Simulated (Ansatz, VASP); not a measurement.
One calculation of Os11RuPt3Rh, two programs

```xyz
16
Lattice="-3.8677 3.8705 -3.8624 3.8730 3.8740 3.8606 3.8684 -3.8687 -3.8613" Properties=species:S:1:pos:R:3 pbc="T T T"
Ru   -0.0510    1.9129   -1.9235
Rh    1.9199    1.9240    0.0364
Os    1.9605   -1.9122   -3.8619
Os   -0.0175    1.9557   -5.8156
Os    3.8891    3.9010    0.0302
Os    1.9077   -0.0454   -1.9206
Os    3.8471    0.0175   -0.0091
Os    1.9651    5.8330    0.0040
Os    0.0318    0.0432   -0.0408
Os    3.8628    1.9636    1.9087
Os   -1.9134    3.8553   -1.9518
Os   -0.0020    3.8685   -0.0029
Os    1.9603    3.8707    1.9106
Pt    1.9236    1.9331   -3.8936
Pt    3.8989    1.9362   -1.9271
Pt    1.9263    3.9026   -1.9269
```

Alike in both runs: functional PBE; k mesh 3 × 3 × 3; occupations gaussian, width 0.1 eV; no spin polarisation.

Ansatz relaxed the structure, and its values are those at the end. VASP's run is a single point on that final structure, the one shown.

|  | VASP | Ansatz |
| --- | --- | --- |
| version | VASP 6.6.1 | Ansatz 0.2.0 |
| potentials or method | VASP PAW PBE potentials, release 64 (Ru_pv, Rh_pv, Os, Pt), cutoff 520 eV | scalar-relativistic, plane waves, PAW |
| valence electrons in the cell | 147 | 263 |

Ansatz gave:

| Quantity | Value |
| --- | --- |
| gap on the k mesh at the Fermi level (eV) | none |
| pressure (GPa) | 0.0 |
| rms of the force components (eV/Å) | 0.013 |

Question: What did VASP give for the same quantities?

Answer: gap on the k mesh at the Fermi level (eV): none; pressure (GPa): -0.2; rms of the force components (eV/Å): 0.012.

A gap of «none» marks a metal or a gap that the smearing closes. VASP's potentials hold 147 valence electrons a cell and Ansatz's 263, so a difference there can come from the potentials and not from the codes.

The k mesh is coarse, so the values compare programs but aren't converged. Neither program's run includes spin-orbit coupling.
